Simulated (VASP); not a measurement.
MgH2, 24 atoms in the cell. The typed cell holds 24 atoms: a = 6.792 Å, b = 6.792 Å, c = 6.792 Å, α = 60.00°, β = 60.00°, γ = 60.00°. 

* Program: VASP 6.6.1
* Task: single point
* Functional: PBE
* Potentials or basis: VASP PAW PBE potentials, release 64 (Mg, H)
* Cutoff: 520 eV
* k mesh: 2 × 2 × 2
* Occupations: fermi-dirac, width 0.02 eV
* Spin: no spin polarisation
* Dipole correction: no
* Further INCAR settings: LREAL = Auto; ALGO = Normal; EDIFF = 1e-07; NBANDS = 34

Potentials or basis: VASP PAW PBE potentials, release 64 (Mg, H).

Run with:

```console
$ cat potpaw_PBE.64/Mg/POTCAR potpaw_PBE.64/H/POTCAR > POTCAR
$ mpirun -np 1 vasp_std > vasp.out
```

Hardware: 1 thread of Intel(R) Xeon(R) 6975P-C (Granite Rapids), with other jobs on the host.

**Question.** Estimate the wall time of this run.

**Answer.** Run time: 98 s on 1 thread of Intel(R) Xeon(R) 6975P-C (Granite Rapids), with other jobs on the host, peak memory 0.38 GiB. Counts: scf iterations 14, k points 8.
